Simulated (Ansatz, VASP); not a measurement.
## Two plane-wave programs on Cu

```
Cu
1.0
    -1.44279    1.44279    1.37608
     1.44279   -1.44279    1.37608
     1.44279    1.44279   -1.37608
Cu
1
Direct
  0.00000 0.00000 0.00000
```

Alike in both runs: task single point; functional LDA; k mesh 20 × 20 × 20; occupations gaussian, width 0.1 eV; no spin polarisation.

|  | VASP | Ansatz |
| --- | --- | --- |
| version | VASP 6.6.1 | Ansatz 0.2.0 |
| potentials or method | VASP PAW LDA potentials, release 64 (Cu), cutoff 520 eV | scalar-relativistic, plane waves, PAW |
| valence electrons in the cell | 11 | 19 |

|  | VASP | Ansatz | Ansatz less VASP |
| --- | --- | --- | --- |
| gap on the k mesh at the Fermi level (eV) | none | none | - |
| pressure (GPa) | -7.0 | -7.8 | -0.84 |
| traceless stress, the component that is largest in VASP (GPa) | -0.50 | -0.52 | -0.017 |

LDA's correlation is that of Perdew and Zunger in VASP and of Perdew and Wang (1992) in Ansatz. A gap of «none» marks a metal or a gap that the smearing closes. VASP's potentials hold 11 valence electrons a cell and Ansatz's 19, so a difference there can come from the potentials and not from the codes.
